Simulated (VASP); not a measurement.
# Rh (I4/mmm) in VASP: further runs

The runs below take Rh through single point, with LDA.

All numbers are computed with VASP 6.6.1; they aren't measurements. Logs are shortened: lines on timing, memory, paths and dates and some standing lists are left out, and cuts for length are marked.

## Step 1: The cell of the first run

It takes space group I4/mmm (No. 139, tetragonal). The conventional cell has a = 2.771 Å, b = 2.771 Å, c = 3.628 Å, α = 90.00°, β = 90.00°, γ = 90.00°. Within 3.7 Å of Rh (site symmetry 4/mmm) lie 14 Rh at 2.67 to 3.63 Å.

## Step 2: Single point, LDA (13.93 Å³/atom)

INCAR

```
ALGO     = Fast           # electronic algorithm
EDIFF    = 1E-6           # SCF threshold, eV
ENCUT    = 520            # plane-wave cutoff, eV
ISIF     = 2              # what is computed and relaxed
ISMEAR   = 0              # smearing method
LASPH    = T              # aspherical terms in the spheres
LCHARG   = F              # write CHGCAR
LREAL    = F              # projectors in reciprocal space
LWAVE    = F              # write WAVECAR
NBANDS   = 14             # bands
NELM     = 80             # most SCF steps
PREC     = Accurate       # precision mode
SIGMA    = 0.15           # smearing width, eV
```

KPOINTS

```
k-points
0
Gamma
  22 22 22
```

POSCAR

```
Rh
1.0
    0.0000000000      1.9596164153      1.8140169157
    1.9596164153      0.0000000000      1.8140169157
    1.9596164153      1.9596164153      0.0000000000
Rh
1
Direct
    0.0000000000      0.0000000000      0.0000000000
```

Potentials or basis: VASP PAW LDA potentials, release 64 (Rh_pv).

On the command line:

```console
$ cat potpaw_LDA.64/Rh_pv/POTCAR > POTCAR
$ mpirun -np 1 vasp_std > vasp.out
```

OUTCAR:

```text
EDIFF = 1E-6
   ENCUT = 520
   ISIF = 2
   ISMEAR = 0
   LASPH = T
   LREAL = F
   NELM = 80
   PREC = Accurate

 ion  position               nearest neighbor table
   1  0.000  0.000  0.000-

  LATTYP: Found a body centered tetragonal cell.
 ALAT       =     2.7713161116
 C/A-ratio  =     1.3091374947

  Lattice vectors:

 A1 = (   0.0000000000,  -1.9596164153,  -1.8140169157)
 A2 = (   0.0000000000,   1.9596164153,  -1.8140169157)
 A3 = (   1.9596164153,   0.0000000000,   1.8140169157)

Analysis of symmetry for initial positions (statically):
=====================================================================
 Subroutine PRICEL returns:
 Original cell was already a primitive cell.

 Routine SETGRP: Setting up the symmetry group for a
 body centered tetragonal supercell.

 Subroutine GETGRP returns: Found 16 space group operations
 (whereof 16 operations were pure point group operations)
 out of a pool of 16 trial point group operations.

The static configuration has the point symmetry D_4h.

Analysis of symmetry for dynamics (positions and initial velocities):
=====================================================================
 Subroutine PRICEL returns:
 Original cell was already a primitive cell.

 Routine SETGRP: Setting up the symmetry group for a
 body centered tetragonal supercell.

 Subroutine GETGRP returns: Found 16 space group operations
 (whereof 16 operations were pure point group operations)
 out of a pool of 16 trial point group operations.

The dynamic configuration has the point symmetry D_4h.

 Subroutine INISYM returns: Found 16 space group operations
 (whereof 16 operations are pure point group operations),
 and found     1 'primitive' translations

----------------------------------------------------------------------------------------

                                     Primitive cell

  volume of cell :      13.9320

  direct lattice vectors                    reciprocal lattice vectors
     0.000000000  1.959616415  1.814016916    -0.255151976  0.255151976  0.275631388
     1.959616415  0.000000000  1.814016916     0.255151976 -0.255151976  0.275631388
     1.959616415  1.959616415  0.000000000     0.255151976  0.255151976 -0.275631388

  length of vectors
     2.670347143  2.670347143  2.771316112     0.454067972  0.454067972  0.454067972

  position of ions in fractional coordinates (direct lattice)
     0.000000000  0.000000000  0.000000000

  ion indices of the primitive-cell ions
   primitive index   ion index
                 1           1

----------------------------------------------------------------------------------------

 KPOINTS: k-points

Automatic generation of k-mesh.
 Grid dimensions read from file:
 generate k-points for:   22   22   22

 Generating k-lattice:

  Cartesian coordinates                     Fractional coordinates (reciprocal lattice)
    -0.011597817  0.011597817  0.012528699     0.045454545  0.000000000  0.000000000
     0.011597817 -0.011597817  0.012528699     0.000000000  0.045454545  0.000000000
     0.011597817  0.011597817 -0.012528699    -0.000000000 -0.000000000  0.045454545

  Length of vectors
     0.020639453  0.020639453  0.020639453

  Shift w.r.t. Gamma in fractional coordinates (k-lattice)
     0.000000000  0.000000000  0.000000000

 Subroutine IBZKPT returns following result:
 ===========================================

 Found    834 irreducible k-points:

 Following reciprocal coordinates:
            Coordinates               Weight
  0.000000  0.000000  0.000000      1.000000
  0.045455 -0.000000  0.000000      8.000000
  0.090909 -0.000000  0.000000      8.000000
  0.136364  0.000000  0.000000      8.000000
  0.181818 -0.000000  0.000000      8.000000
  0.227273  0.000000  0.000000      8.000000
[... 16 lines left out ...]
  0.500000  0.045455  0.000000      8.000000
 -0.454545  0.045455  0.000000      8.000000
 [... further k-points ...]
   k-points           NKPTS =    834   k-points in BZ     NKDIM =    834   number of bands    NBANDS=     14
   number of dos      NEDOS =    301   number of ions     NIONS =      1
   total plane-waves  NPLWV =   9600
   dimension x,y,z NGX =    20 NGY =   20 NGZ =   24
   dimension x,y,z NGXF=    40 NGYF=   40 NGZF=   48
   ions per type =               1
   NGX,Y,Z   is equivalent  to a cutoff of  12.45, 12.45, 14.40 a.u.
   NGXF,Y,Z  is equivalent  to a cutoff of  24.90, 24.90, 28.79 a.u.
 SYSTEM =  unknown system
   PREC   = accura    normal or accurate (medium, high low for compatibility)
   ISTART =      0    job   : 0-new  1-cont  2-samecut
   ICHARG =      2    charge: 1-file 2-atom 10-const
   ISPIN  =      1    spin polarized calculation?
   LNONCOLLINEAR =      F non collinear calculations
   LSORBIT =      F    spin-orbit coupling
   LASPH  =      T    aspherical Exc in radial PAW
   ENCUT  =  520.0 eV  38.22 Ry    6.18 a.u.   4.97  4.97  5.15*2*pi/ulx,y,z
   NELM   =     80;   NELMIN=  2; NELMDL= -5     # of ELM steps
   EDIFF  = 0.1E-05   stopping-criterion for ELM
   LREAL  =      F    real-space projection
   EDIFFG = 0.1E-04   stopping-criterion for IOM
   NSW    =      0    number of steps for IOM
   IBRION =     -1    ionic relax: 0-MD 1-quasi-New 2-CG
   NFREE  =      0    steps in history (QN), initial steepest desc. (CG)
   ISIF   =      2    stress and relaxation
   ISYM   =      2    0-nonsym 1-usesym 2-fastsym
   POTIM  = 0.5000    time-step for ionic-motion
   TEBEG  =    0.0;   TEEND  =   0.0 temperature during run
   PSTRESS=    0.0 pullay stress
   NELECT =      15.0000    total number of electrons
   NUPDOWN=      -1.0000    fix difference up-down
   EMIN   =  10.00;   EMAX   =-10.00  energy-range for DOS
   EFERMI =   0.00;   METHOD = LEGACY
   ISMEAR =     0;   SIGMA  =   0.15  broadening in eV -4-tet -1-fermi 0-gaus
   EFERMI_NEDOS =   21; number of points for ismear=-14 and -15
   IALGO  =     68    algorithm
   IMIX   =      4    mixing-type and parameters
     AMIX     =   0.40;   BMIX     =  1.00
     AMIX_MAG =   1.60;   BMIX_MAG =  1.00
  volume/ion in A,a.u.               =      13.93        94.02
  Fermi-wavevector in a.u.,A,eV,Ry     =   1.677905  3.170781 38.305380  2.815366
  Thomas-Fermi vector in A             =   2.762089
   LORBIT       =      0    0 simple, 1 ext, 2 COOP (PROOUT), +10 PAW based schemes
   GGA     = CA    functional components
   LHFCALC =     F    Hartree Fock is set to
   AEXX    =    0.0000 exact exchange contribution
   IVDW    =     0    specifies the selected vdW correction
   LEPSILON=     F    determine dielectric tensor
   LRPA    =     F    only Hartree local field effects (RPA)
 non-spin polarized calculation
 RMM-DIIS sequential band-by-band and
 Gauss-broadening in eV      SIGMA  =   0.15
  energy-cutoff  :      520.00
  volume of cell :       13.93
 maximum number of plane-waves:       394
   NGX =  9   NGY =  9   NGZ = 11

 number of electron      15.0000004 magnetization

 Free energy of the ion-electron system (eV)
  ---------------------------------------------------
  ext. energy  EPLUGINS =         0.00000000
  ---------------------------------------------------
  free energy    TOTEN  =        -8.62290113 eV

  energy without entropy =       -8.60738494  energy(sigma->0) =       -8.61514303

 E-fermi :  11.4496     XC(G=0): -14.2664

 val. band max:       11.4487644090   @ k =  -0.4545   0.1364   0.2727
 cond. band min:      11.4536048010   @ k =  -0.2273   0.3636   0.1364
 fundamental gap:      0.0048403920
 Fermi energy:        11.4496136052

 k-point     1 :       0.0000    0.0000    0.0000
  band No.  band energies     occupation
      1     -34.6821      2.00000
      2     -34.6821      2.00000
      3     -34.6392      2.00000
      4       3.5339      2.00000
      5       8.1973      2.00000
      6       8.1973      2.00000
      7       8.9667      2.00000
      8       9.9944      2.00000
      9      10.9310      2.00000
     10      27.5312      0.00000
     11      31.8653      0.00000
     12      31.9918      0.00000
     13      31.9918      0.00000
     14      34.4292      0.00000

 k-point     2 :       0.0455   -0.0000    0.0000
  band No.  band energies     occupation
      1     -34.6926      2.00000
      2     -34.6849      2.00000
      3     -34.6449      2.00000
      4       3.6170      2.00000
      5       8.1906      2.00000
      6       8.2294      2.00000
      7       8.9672      2.00000
      8       9.9846      2.00000
      9      10.9055      2.00000
     10      27.6494      0.00000
     11      31.7739      0.00000
     12      31.8680      0.00000
     13      32.1108      0.00000
     14      34.2434      0.00000

 k-point     3 :       0.0909   -0.0000    0.0000
  band No.  band energies     occupation
      1     -34.7302      2.00000
      2     -34.6932      2.00000
      3     -34.6547      2.00000
      4       3.8594      2.00000
      5       8.1606      2.00000
      6       8.3142      2.00000
      7       8.9850      2.00000
      8       9.9686      2.00000
      9      10.8381      2.00000
     10      27.9767      0.00000
     11      31.0348      0.00000
     12      31.8666      0.00000
     13      32.4610      0.00000
     14      34.1974      0.00000
[... 324 lines left out ...]
 k-point    23 :       0.5000    0.0455    0.0000
  band No.  band energies     occupation
      1     -35.3784      2.00000
      2     -34.8244      2.00000
      3     -34.7245      2.00000
      4       5.4668      2.00000
      5       7.9981      2.00000
      6       8.7538      2.00000
      7      11.0975      1.99910
      8      12.2542      0.00000
      9      12.9244      0.00000
     10      19.9703      0.00000
     11      26.9711      0.00000
     12      31.6656      0.00000
     13      31.8665      0.00000
     14      33.1413      0.00000

 k-point    24 :      -0.4545    0.0455    0.0000
  band No.  band energies     occupation
      1     -35.3710      2.00000
      2     -34.8206      2.00000
      3     -34.7267      2.00000
      4       5.4775      2.00000
      5       8.0026      2.00000
      6       8.7521      2.00000
      7      11.1199      1.99812
      8      12.1438      0.00000
      9      12.7953      0.00000
     10      20.1703      0.00000
     11      27.0147      0.00000
     12      31.8665      0.00000
     13      31.9426      0.00000
     14      32.9941      0.00000

 [... further k-points ...]

------------------------ aborting loop because EDIFF is reached ----------------------------------------

  FORCE on cell =-STRESS in cart. coord.  units (eV):
  Direction    XX          YY          ZZ          XY          YZ          ZX
  --------------------------------------------------------------------------------------
  -------------------------------------------------------------------------------------
  Total       -1.5906717     -1.5906717     -0.1480298      0.0000000      0.0000000      0.0000000
  in kB     -182.9269404   -182.9269404    -17.0234035      0.0000000      0.0000000      0.0000000
  external PRESSURE =    -127.6257614 kB  Pullay stress =       0.0000000 kB

 VOLUME and BASIS-vectors are now :
 -----------------------------------------------------------------------------
  energy-cutoff  :      520.00
  volume of cell :       13.93
      direct lattice vectors                 reciprocal lattice vectors
     0.000000000  1.959616415  1.814016916    -0.255151976  0.255151976  0.275631388
     1.959616415  0.000000000  1.814016916     0.255151976 -0.255151976  0.275631388
     1.959616415  1.959616415  0.000000000     0.255151976  0.255151976 -0.275631388

 POSITION                                       TOTAL-FORCE (eV/Angst)
 -----------------------------------------------------------------------------------
      0.00000      0.00000      0.00000         0.000000     -0.000000      0.000000
 -----------------------------------------------------------------------------------
    total drift:                                0.000000     -0.000000      0.000000

  FREE ENERGIE OF THE ION-ELECTRON SYSTEM (eV)
  ---------------------------------------------------
  free  energy   TOTEN  =        -8.6229011279 eV

  energy  without entropy=       -8.6073849398  energy(sigma->0) =       -8.61514303
```

It took 3.1 min on 1 thread of Intel Xeon 8259CL, shared host; peak memory 0.25 GiB.

Results:

* Free energy: -8.6229 eV
* Pressure: -12.8 GPa
* Band gap on the k mesh: zero (an odd number of electrons rules out a gap without spin polarisation)

Caveat: the stress differs along the axes, from -18 to -2 GPa.

## Step 3: Single point, LDA (14.64 Å³/atom)

This run uses another cell than the first one, of 14.64 Å³/atom.

INCAR

```
PREC = Accurate ; ENCUT = 520
EDIFF = 1E-7 ; ISMEAR = 0
SIGMA = 0.15 ; LREAL = F
LASPH = T ; NELM = 100
ALGO = Fast ; ISIF = 2
LWAVE = F ; LCHARG = T
LELF = T ; LVHAR = T
NBANDS = 14
```

KPOINTS

```
Automatic mesh
0
Gamma
  22 22 22
```

POSCAR

```
Rh
1.0
    0.0000000000      2.0440772818      1.7515698228
    2.0440772818      0.0000000000      1.7515698228
    2.0440772818      2.0440772818      0.0000000000
Rh
1
Direct
    0.0000000000      0.0000000000      0.0000000000
```

Potentials or basis: VASP PAW LDA potentials, release 64 (Rh_pv).

On the command line:

```console
$ cat potpaw_LDA.64/Rh_pv/POTCAR > POTCAR
$ mpirun -np 1 vasp_std > vasp.out
```

Wall time 4.4 min (1 thread of Intel Xeon 8259CL, shared host); peak memory 0.26 GiB.

It converged, with:

```
Free energy            : -8.4503 eV
Pressure               : -21.5 GPa
Band gap on the k mesh : zero (an odd number of electrons rules out a gap without spin polarisation)
```

Stress tensor (GPa, compression positive):
```
-29.30   0.00   0.00
  0.00 -29.30   0.00
  0.00   0.00  -5.76
```

Levels at points of the mesh, in eV from the Fermi level:
| k point | band 3 | band 4 | band 5 | band 6 | band 7 | band 8 | band 9 | band 10 | band 11 | band 12 |
| --- | --- | --- | --- | --- | --- | --- | --- | --- | --- | --- |
| (0.00, 0.00, 0.00) | -45.91 | -7.52 | -3.08 | -3.08 | -1.78 | -1.75 | -0.20 | 16.45 | 19.70 | 19.70 |
| (0.50, 0.00, 0.00) | -45.97 | -5.61 | -3.58 | -1.88 | 0.15 | 0.89 | 0.99 | 8.16 | 15.13 | 19.29 |
| (0.50, 0.50, 0.00) | -46.32 | -5.67 | -5.49 | 0.58 | 0.99 | 0.99 | 5.50 | 11.11 | 11.11 | 14.48 |
| (0.50, 0.00, 0.50) | -46.08 | -5.70 | -5.15 | 0.31 | 0.36 | 1.36 | 2.21 | 10.17 | 13.31 | 14.77 |

Caveat: the stress differs along the axes, from -29 to -6 GPa.
